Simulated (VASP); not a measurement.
Input of a VASP 6.6.1 run:

Contents of POSCAR:

```
Al2AuS4
1.0
    0.0000000000      5.2740420000      0.0000000000
    5.2740420000      0.0000000000      0.0000000000
    2.6370210000      2.6370210000     -5.2232470000
Au Al S
1 2 4
Direct
    0.0000000000      0.0000000000      0.0000000000
    0.7500000000      0.2500000000      0.5000000000
    0.5000000000      0.5000000000      0.0000000000
    0.3800000000      0.3900000000      0.7400000000
    0.6100000000      0.1200000000      0.2600000000
    0.8800000000      0.8700000000      0.7400000000
    0.1300000000      0.6200000000      0.2600000000
```

Contents of INCAR.step1:

```
SYSTEM = Al2AuS4
ALGO = Normal ; EDIFF = 1E-4
ENCUT = 520 ; GGA = PE
ISMEAR = -1 ; LASPH = .True.
LCHARG = .False. ; LREAL = .False.
LWAVE = .True. ; NBANDS = 30
NELM = 100 ; PREC = Accurate
SIGMA = 0.1
```

INCAR.step2

```
SYSTEM = Al2AuS4
ALGO = Normal ; EDIFF = 1E-6
ENCUT = 520 ; ISIF = 2
ISMEAR = -1 ; ISTART = 1
LASPH = .True. ; LCHARG = .False.
LMIXTAU = .True. ; LREAL = .False.
LWAVE = .False. ; METAGGA = R2SCAN
NBANDS = 30 ; NELM = 100
PREC = Accurate ; SIGMA = 0.1
```

Contents of KPOINTS:

```
k-points
0
Gamma
  4 4 4
  0 0 0
```

Potentials or basis: VASP PAW PBE potentials, release 64 (Au, Al, S).

Run with:

```console
$ cat potpaw_PBE.64/Au/POTCAR potpaw_PBE.64/Al/POTCAR potpaw_PBE.64/S/POTCAR > POTCAR
$ cp INCAR.step1 INCAR
$ mpirun -np 1 vasp_std > vasp.out
$ cp INCAR.step2 INCAR
$ mpirun -np 1 vasp_std > vasp.out
```

Q: Estimate the pressure.

A: 3.4 GPa.

Q: Estimate the largest force.

A: 1.432 eV/Å.

Forces in eV/Å, atoms in the order of the input:
```
Au   0.000  0.000  0.000
Al   0.000  0.000  0.000
Al   0.000  0.000  0.000
S    0.751  0.994  0.706
S    0.994 -0.751 -0.706
S   -0.751 -0.994  0.706
S   -0.994  0.751 -0.706
```

Caveat: the PAW data sets were made with another functional, which shifts forces and pressure a little.
